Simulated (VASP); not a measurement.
Runs of VASP 6.6.1 on Sn. The structure is that of space group I4/mmm (No. 139), or close to it. The cells are those of the table. 

```tsv
cell	further INCAR settings	gap on the mesh (eV)	pressure (GPa)
a = 3.102 Å, angles 106.7, 115.3, 106.6°, 1 atom	ALGO = Fast; EDIFF = 1e-06; NBANDS = 13	none	7.2
a = 3.331 Å, angles 115.7, 115.7, 97.6°, 1 atom	ALGO = Fast; EDIFF = 1e-06; NBANDS = 13	none	-4.5
a = 3.237 Å, angles 110.9, 114.8, 102.9°, 1 atom	ALGO = Fast; EDIFF = 1e-06; NBANDS = 13	none	-1.7
a = 3.203 Å, angles 110.7, 114.6, 103.3°, 1 atom	ALGO = Fast; EDIFF = 1e-07; NBANDS = 13	none	(c)
a = 3.067 Å, angles 106.7, 115.1, 106.7°, 1 atom	ALGO = Fast; EDIFF = 1e-06; NBANDS = 13	none	10.7
a = 3.171 Å, angles 110.7, 114.6, 103.3°, 1 atom	ALGO = Fast; EDIFF = 1e-06; NBANDS = 13	none	(a)
a = 3.269 Å, angles 111.2, 115.1, 102.4°, 1 atom	ALGO = Fast; EDIFF = 1e-06; NBANDS = 13	none	(b)
a = 3.136 Å, angles 106.7, 115.3, 106.5°, 1 atom	ALGO = Fast; EDIFF = 1e-06; NBANDS = 13	none	4.3
```

Alike in all rows: task single point; level PBEsol+D3(BJ); potentials or basis VASP PAW PBE potentials, release 64 (Sn_d); no spin polarisation; k mesh 16 × 16 × 16; cutoff (eV) 520; smearing gaussian 0.1 eV.

Q: Estimate the missing entries.

A: (a) 2.0; (b) -3.2; (c) 0.0.

Caveats: the PAW data sets were made with another functional, which shifts forces and pressure a little; spin-orbit coupling is left out, which moves the levels of the heavy elements; pairwise dispersion overbinds metals, which lowers pressure and volume.

A k mesh can miss the band edges, and the runs leave out spin-orbit coupling on Sn.

A gap of «none» marks levels without a gap at the run's occupations.
